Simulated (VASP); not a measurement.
# Nb3Tl (Pm-3n) in VASP: single point with PBE

Aim: the single point of Nb3Tl with PBE.

Everything below comes from runs of VASP 6.6.1. Logs are shortened: lines on timing, memory, paths and dates and some standing lists are left out, and cuts for length are marked.

### Step 1. The cell of the first run

It takes space group Pm-3n (No. 223, cubic). The conventional cell has a = 5.297 Å, b = 5.297 Å, c = 5.297 Å, α = 90.00°, β = 90.00°, γ = 90.00°. Within 3.5 Å of Nb (site symmetry -4m2) lie 10 Nb at 2.65 to 3.24 Å and 4 Tl at 2.96 Å. Within 3.9 Å of Tl (site symmetry m-3) lie 12 Nb at 2.96 Å.

### Step 2. Single point, PBE

INCAR reads:

```
SYSTEM = Nb3Tl
PREC = Accurate ; ENCUT = 520
EDIFF = 1E-6 ; ISMEAR = 0
SIGMA = 0.1 ; LREAL = .False.
LASPH = .True. ; NELM = 80
ALGO = Normal ; ISIF = 2
LWAVE = .False. ; LCHARG = .False.
GGA = PE ; NBANDS = 62
```

KPOINTS reads:

```
Automatic mesh
0
Gamma
  5 5 5
  0 0 0
```

POSCAR reads:

```
Nb3Tl
1.0
    5.2970000000      0.0000000000      0.0000000000
    0.0000000000      5.2970000000      0.0000000000
    0.0000000000      0.0000000000      5.2970000000
Nb Tl
6 2
Direct
    0.2500000000      0.0000000000      0.5000000000
    0.5000000000      0.7500000000      0.0000000000
    0.7500000000      0.0000000000      0.5000000000
    0.5000000000      0.2500000000      0.0000000000
    0.0000000000      0.5000000000      0.7500000000
    0.0000000000      0.5000000000      0.2500000000
    0.0000000000      0.0000000000      0.0000000000
    0.5000000000      0.5000000000      0.5000000000
```

Potentials or basis: VASP PAW PBE potentials, release 64 (Nb_sv, Tl_d).

The run is started by

```bash
cat potpaw_PBE.64/Nb_sv/POTCAR potpaw_PBE.64/Tl_d/POTCAR > POTCAR
mpirun -np 1 vasp_std > vasp.out
```

OUTCAR:

```text
SYSTEM = Nb3Tl
   PREC = Accurate
   ENCUT = 520
   EDIFF = 1E-6
   ISMEAR = 0
   LREAL = .False.
   LASPH = .True.
   NELM = 80
   ISIF = 2
   GGA = PE

 ion  position               nearest neighbor table
   1  0.250  0.000  0.500-   3 2.65   3 2.65   8 2.96   7 2.96   8 2.96   7 2.96
   2  0.500  0.750  0.000-   4 2.65   4 2.65   8 2.96   8 2.96   7 2.96   7 2.96
   3  0.750  0.000  0.500-   1 2.65   1 2.65   8 2.96   7 2.96   8 2.96   7 2.96
   4  0.500  0.250  0.000-   2 2.65   2 2.65   8 2.96   8 2.96   7 2.96   7 2.96
   5  0.000  0.500  0.750-   6 2.65   6 2.65   8 2.96   7 2.96   7 2.96   8 2.96
   6  0.000  0.500  0.250-   5 2.65   5 2.65   8 2.96   7 2.96   7 2.96   8 2.96
   7  0.000  0.000  0.000-   1 2.96   2 2.96   3 2.96   4 2.96   5 2.96   6 2.96   1 2.96   3 2.96
                             5 2.96   6 2.96   2 2.96   4 2.96
   8  0.500  0.500  0.500-   1 2.96   2 2.96   3 2.96   4 2.96   5 2.96   6 2.96   2 2.96   4 2.96
                             1 2.96   3 2.96   5 2.96   6 2.96

  LATTYP: Found a simple cubic cell.
 ALAT       =     5.2970000000

  Lattice vectors:

 A1 = (   5.2970000000,   0.0000000000,   0.0000000000)
 A2 = (   0.0000000000,   5.2970000000,   0.0000000000)
 A3 = (   0.0000000000,   0.0000000000,   5.2970000000)

Analysis of symmetry for initial positions (statically):
=====================================================================
 Subroutine PRICEL returns:
 Original cell was already a primitive cell.

 Routine SETGRP: Setting up the symmetry group for a
 simple cubic supercell.

 Subroutine GETGRP returns: Found 48 space group operations
 (whereof 24 operations were pure point group operations)
 out of a pool of 48 trial point group operations.

The static configuration has the point symmetry T_h .
 The point group associated with its full space group is O_h .

Analysis of symmetry for dynamics (positions and initial velocities):
=====================================================================
 Subroutine PRICEL returns:
 Original cell was already a primitive cell.

 Routine SETGRP: Setting up the symmetry group for a
 simple cubic supercell.

 Subroutine GETGRP returns: Found 48 space group operations
 (whereof 24 operations were pure point group operations)
 out of a pool of 48 trial point group operations.

The dynamic configuration has the point symmetry T_h .
 The point group associated with its full space group is O_h .

 Subroutine INISYM returns: Found 48 space group operations
 (whereof 24 operations are pure point group operations),
 and found     1 'primitive' translations

----------------------------------------------------------------------------------------

                                     Primitive cell

  volume of cell :     148.6243

  direct lattice vectors                    reciprocal lattice vectors
     5.297000000  0.000000000  0.000000000     0.188786105  0.000000000  0.000000000
     0.000000000  5.297000000  0.000000000     0.000000000  0.188786105  0.000000000
     0.000000000  0.000000000  5.297000000     0.000000000  0.000000000  0.188786105

  length of vectors
     5.297000000  5.297000000  5.297000000     0.188786105  0.188786105  0.188786105

  position of ions in fractional coordinates (direct lattice)
     0.250000000  0.000000000  0.500000000
     0.500000000  0.750000000  0.000000000
     0.750000000  0.000000000  0.500000000
     0.500000000  0.250000000  0.000000000
     0.000000000  0.500000000  0.750000000
     0.000000000  0.500000000  0.250000000
     0.000000000  0.000000000  0.000000000
     0.500000000  0.500000000  0.500000000

  ion indices of the primitive-cell ions
   primitive index   ion index
                 1           1
                 2           2
                 3           3
                 4           4
                 5           5
                 6           6
                 7           7
                 8           8

----------------------------------------------------------------------------------------

 KPOINTS: Automatic mesh

Automatic generation of k-mesh.
 Grid dimensions read from file:
 generate k-points for:    5    5    5

 Generating k-lattice:

  Cartesian coordinates                     Fractional coordinates (reciprocal lattice)
     0.037757221  0.000000000  0.000000000     0.200000000  0.000000000  0.000000000
     0.000000000  0.037757221  0.000000000     0.000000000  0.200000000  0.000000000
     0.000000000  0.000000000  0.037757221     0.000000000  0.000000000  0.200000000

  Length of vectors
     0.037757221  0.037757221  0.037757221

  Shift w.r.t. Gamma in fractional coordinates (k-lattice)
     0.000000000  0.000000000  0.000000000

 Subroutine IBZKPT returns following result:
 ===========================================

 Found     10 irreducible k-points:

 Following reciprocal coordinates:
            Coordinates               Weight
  0.000000  0.000000  0.000000      1.000000
  0.200000  0.000000  0.000000      6.000000
  0.400000  0.000000  0.000000      6.000000
  0.200000  0.200000  0.000000     12.000000
  0.400000  0.200000  0.000000     24.000000
  0.400000  0.400000  0.000000     12.000000
  0.200000  0.200000  0.200000      8.000000
  0.400000  0.200000  0.200000     24.000000
  0.400000  0.400000  0.200000     24.000000
  0.400000  0.400000  0.400000      8.000000
   k-points           NKPTS =     10   k-points in BZ     NKDIM =     10   number of bands    NBANDS=     62
   number of dos      NEDOS =    301   number of ions     NIONS =      8
   total plane-waves  NPLWV =  64000
   dimension x,y,z NGX =    40 NGY =   40 NGZ =   40
   dimension x,y,z NGXF=    80 NGYF=   80 NGZF=   80
   ions per type =               6   2
   NGX,Y,Z   is equivalent  to a cutoff of  12.55, 12.55, 12.55 a.u.
   NGXF,Y,Z  is equivalent  to a cutoff of  25.11, 25.11, 25.11 a.u.
 SYSTEM =  Nb3Tl
   PREC   = accura    normal or accurate (medium, high low for compatibility)
   ISTART =      0    job   : 0-new  1-cont  2-samecut
   ICHARG =      2    charge: 1-file 2-atom 10-const
   ISPIN  =      1    spin polarized calculation?
   LNONCOLLINEAR =      F non collinear calculations
   LSORBIT =      F    spin-orbit coupling
   LASPH  =      T    aspherical Exc in radial PAW
   ENCUT  =  520.0 eV  38.22 Ry    6.18 a.u.   9.85  9.85  9.85*2*pi/ulx,y,z
   NELM   =     80;   NELMIN=  2; NELMDL= -5     # of ELM steps
   EDIFF  = 0.1E-05   stopping-criterion for ELM
   LREAL  =      F    real-space projection
   EDIFFG = 0.1E-04   stopping-criterion for IOM
   NSW    =      0    number of steps for IOM
   IBRION =     -1    ionic relax: 0-MD 1-quasi-New 2-CG
   NFREE  =      0    steps in history (QN), initial steepest desc. (CG)
   ISIF   =      2    stress and relaxation
   ISYM   =      2    0-nonsym 1-usesym 2-fastsym
   POTIM  = 0.5000    time-step for ionic-motion
   TEBEG  =    0.0;   TEEND  =   0.0 temperature during run
   PSTRESS=    0.0 pullay stress
   NELECT =     104.0000    total number of electrons
   NUPDOWN=      -1.0000    fix difference up-down
   EMIN   =  10.00;   EMAX   =-10.00  energy-range for DOS
   EFERMI =   0.00;   METHOD = LEGACY
   ISMEAR =     0;   SIGMA  =   0.10  broadening in eV -4-tet -1-fermi 0-gaus
   EFERMI_NEDOS =   21; number of points for ismear=-14 and -15
   IALGO  =     38    algorithm
   IMIX   =      4    mixing-type and parameters
     AMIX     =   0.40;   BMIX     =  1.00
     AMIX_MAG =   1.60;   BMIX_MAG =  1.00
  volume/ion in A,a.u.               =      18.58       125.37
  Fermi-wavevector in a.u.,A,eV,Ry     =   1.453414  2.746554 28.741109  2.112412
  Thomas-Fermi vector in A             =   2.570683
   LORBIT       =      0    0 simple, 1 ext, 2 COOP (PROOUT), +10 PAW based schemes
   GGA     = PE    functional components
   LHFCALC =     F    Hartree Fock is set to
   AEXX    =    0.0000 exact exchange contribution
   IVDW    =     0    specifies the selected vdW correction
   LEPSILON=     F    determine dielectric tensor
   LRPA    =     F    only Hartree local field effects (RPA)
 non-spin polarized calculation
 Gauss-broadening in eV      SIGMA  =   0.10
  energy-cutoff  :      520.00
  volume of cell :      148.62
 maximum number of plane-waves:      4016
 NGX is ok and might be reduce to    40
   NGX = 19   NGY = 19   NGZ = 19

 number of electron     104.0000022 magnetization

 Free energy of the ion-electron system (eV)
  ---------------------------------------------------
  ext. energy  EPLUGINS =         0.00000000
  ---------------------------------------------------
  free energy    TOTEN  =       -64.06050616 eV

  energy without entropy =      -64.01476444  energy(sigma->0) =      -64.03763530

 E-fermi :  11.1535     XC(G=0): -12.3917

 val. band max:       11.1381596762   @ k =   0.4000   0.0000   0.0000
 cond. band min:      11.1841434627   @ k =   0.2000   0.0000   0.0000
 fundamental gap:      0.0459837865
 Fermi energy:        11.1535111089

 k-point     1 :       0.0000    0.0000    0.0000
  band No.  band energies     occupation
      1     -43.5439      2.00000
      2     -43.4737      2.00000
      3     -43.4737      2.00000
      4     -43.2581      2.00000
      5     -43.2581      2.00000
      6     -43.2581      2.00000
[... 54 lines left out ...]
     61      14.9680      0.00000
     62      14.9861      0.00000

 k-point     2 :       0.2000    0.0000    0.0000
  band No.  band energies     occupation
      1     -43.5331      2.00000
      2     -43.4787      2.00000
      3     -43.4578      2.00000
      4     -43.2810      2.00000
      5     -43.2581      2.00000
      6     -43.2581      2.00000
[... 54 lines left out ...]
     61      14.6533      0.00000
     62      14.7460      0.00000

 k-point     3 :       0.4000    0.0000    0.0000
  band No.  band energies     occupation
      1     -43.5119      2.00000
      2     -43.4924      2.00000
      3     -43.4085      2.00000
      4     -43.3397      2.00000
      5     -43.2582      2.00000
      6     -43.2582      2.00000
[... 444 lines left out ...]
     61      13.5945      0.00000
     62      13.8271      0.00000

 k-point    10 :       0.4000    0.4000    0.4000
  band No.  band energies     occupation
      1     -43.4256      2.00000
      2     -43.4118      2.00000
      3     -43.4118      2.00000
      4     -43.3442      2.00000
      5     -43.3442      2.00000
      6     -43.3372      2.00000
[... 54 lines left out ...]
     61      13.6080      0.00000
     62      13.8513      0.00000

------------------------ aborting loop because EDIFF is reached ----------------------------------------

  FORCE on cell =-STRESS in cart. coord.  units (eV):
  Direction    XX          YY          ZZ          XY          YZ          ZX
  --------------------------------------------------------------------------------------
  -------------------------------------------------------------------------------------
  Total        4.0695691      4.0695691      4.0695691     -0.0000000     -0.0000000     -0.0000000
  in kB       43.8701474     43.8701474     43.8701474     -0.0000000     -0.0000000     -0.0000000
  external PRESSURE =      43.8701474 kB  Pullay stress =       0.0000000 kB

 VOLUME and BASIS-vectors are now :
 -----------------------------------------------------------------------------
  energy-cutoff  :      520.00
  volume of cell :      148.62
      direct lattice vectors                 reciprocal lattice vectors
     5.297000000  0.000000000  0.000000000     0.188786105  0.000000000  0.000000000
     0.000000000  5.297000000  0.000000000     0.000000000  0.188786105  0.000000000
     0.000000000  0.000000000  5.297000000     0.000000000  0.000000000  0.188786105

 POSITION                                       TOTAL-FORCE (eV/Angst)
 -----------------------------------------------------------------------------------
      1.32425      0.00000      2.64850         0.000000     -0.000000      0.000000
      2.64850      3.97275      0.00000         0.000000      0.000000      0.000000
      3.97275      0.00000      2.64850        -0.000000     -0.000000     -0.000000
      2.64850      1.32425      0.00000        -0.000000     -0.000000     -0.000000
      0.00000      2.64850      3.97275        -0.000000     -0.000000     -0.000000
      0.00000      2.64850      1.32425        -0.000000      0.000000      0.000000
      0.00000      0.00000      0.00000        -0.000000      0.000000      0.000000
      2.64850      2.64850      2.64850        -0.000000      0.000000      0.000000
 -----------------------------------------------------------------------------------
    total drift:                                0.000000     -0.000000      0.000000

  FREE ENERGIE OF THE ION-ELECTRON SYSTEM (eV)
  ---------------------------------------------------
  free  energy   TOTEN  =       -64.0605061557 eV

  energy  without entropy=      -64.0147644439  energy(sigma->0) =      -64.03763530
```

Wall time 2.6 min (1 thread of Intel Xeon 8259CL, shared host); peak memory 0.27 GiB.

What came out:

* Free energy: -64.0605 eV
* Pressure: 4.4 GPa
* Band gap on the k mesh: zero (bands 52 and 53 overlap by 0.45 eV)

Caveat: the cell stands under pressure; spin-orbit coupling is left out, which moves the levels of the heavy elements.
